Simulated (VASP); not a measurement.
Runs of VASP 6.6.1 on SnO. The structure is that of space group P4/nmm (No. 129), or close to it. The cells are those of the table. 

```csv
potentials or basis,cell,k mesh,cutoff (eV),smearing,second run,gap on the mesh (eV),largest force (eV/Å)
"VASP PAW PBE potentials, release 64 (Sn_d, O)","a = 3.820, b = 3.820, c = 22.226 Å, 4 atoms",7 × 7 × 1,520,gaussian 0.05 eV,-,(a),0.10
"VASP PAW PBE potentials, release 64 (Sn_d, O)","a = 3.820, b = 3.820, c = 30.632 Å, 4 atoms",6 × 6 × 1,520,gaussian 0.02 eV,-,3.09,0.10
"VASP PAW PBE potentials, release 64 (Sn_d, O)","a = 3.836, b = 3.836, c = 30.632 Å, 4 atoms",6 × 6 × 1,520,gaussian 0.02 eV,-,2.97,0.43
"VASP PAW PBE potentials, release 64 (Sn_d, O_h)","a = 3.836, b = 3.836, c = 30.632 Å, 4 atoms",6 × 6 × 1,910,gaussian 0.1 eV,hard_potentials,2.97,0.42
"VASP PAW PBE potentials, release 64 (Sn_d, O)","a = 3.836, b = 3.836, c = 30.632 Å, 4 atoms",6 × 6 × 1,520,gaussian 0.1 eV,-,2.97,0.43
```

Alike in all rows: task single point; level PBE+D3(BJ); no spin polarisation.

Fill in the values left out.

(a) 3.06.

Caveats: spin-orbit coupling is left out, which moves the levels of the heavy elements.

A k mesh can miss the band edges, and the runs leave out spin-orbit coupling on Sn.
